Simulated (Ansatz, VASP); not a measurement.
## AlN: VASP beside Ansatz

The input POSCAR:

```
AlN
1.0
    0.0000000000      2.1848764125      2.1630276483
    2.1848764125      0.0000000000      2.1630276483
    2.1848764125      2.1848764125      0.0000000000
Al N
1 1
Direct
    0.0000000000      0.0000000000      0.0000000000
    0.2500000000      0.2500000000      0.2500000000
```

The input INCAR.step1:

```
PREC = Accurate
ENCUT = 520
ISMEAR = 0
SIGMA = 0.01
LREAL = F
LASPH = T
NELM = 80
NBANDS = 11
GGA = PE
ALGO = Normal
EDIFF = 1E-4
LWAVE = T
LCHARG = F
```

File INCAR.step2:

```
PREC = Accurate
ENCUT = 520
EDIFF = 1E-6
ISMEAR = 0
SIGMA = 0.01
LREAL = F
LASPH = T
NELM = 80
ALGO = Normal
ISIF = 2
LWAVE = F
LCHARG = T
METAGGA = R2SCAN
LMIXTAU = T
LELF = T
LVHAR = T
NBANDS = 11
ISTART = 1
```

KPOINTS

```
regular mesh
0
Gamma
  10 10 10
```

Input for Ansatz:

```yaml
crystal:
  lattice:
    - [0.0, 2.1848764125, 2.1630276483]
    - [2.1848764125, 0.0, 2.1630276483]
    - [2.1848764125, 2.1848764125, 0.0]
  atoms:
    - { symbol: Al, position: [0.0, 0.0, 0.0] }
    - { symbol: "N", position: [0.25, 0.25, 0.25] }
kpoints:
  mp_grid: { grid: [10, 10, 10] }
  band_path:
    path:
      - [0.0, 0.0, 0.0]
      - [-0.5, -0.5, 0.0]
      - [-0.375, -0.375, 0.25]
      - [-0.375, 0.0, 0.375]
      - [0.0, 0.0, 0.5]
      - [-0.5, -0.25, 0.25]
    npoints: 1
hamiltonian:
  xc: r2scan
scf:
  occupations: { method: fixed }
  n_extra_bands: 4
output:
  forces: true
  stress: true
  eigenvalues: true
  write_density: true
  write_potential: true
  elf: true
  volumetric_format: npy
```

Change from the starting cell: uniaxial_z strain -1.0%.

Alike in both runs: task single point; functional r2SCAN; k mesh 10 × 10 × 10; no spin polarisation.

|  | VASP | Ansatz |
| --- | --- | --- |
| version | VASP 6.6.1 | Ansatz 0.2.0 |
| potentials or method | VASP PAW PBE potentials, release 64 (Al, N) | plane waves, PAW |
| plane-wave cutoff (eV) | 520 | 500 |
| occupations | gaussian, width 0.01 eV | fixed |
| valence electrons in the cell | 8 | 8 |

```tsv
	VASP	Ansatz	Ansatz less VASP
gap on the k mesh at the Fermi level (eV)	3.88	3.89	+0.008
pressure (GPa)	1.8	2.2	+0.39
traceless stress, the component that is largest in VASP (GPa)	0.94	0.94	0.000
```

VASP's potentials were made for PBE, not for r2SCAN.
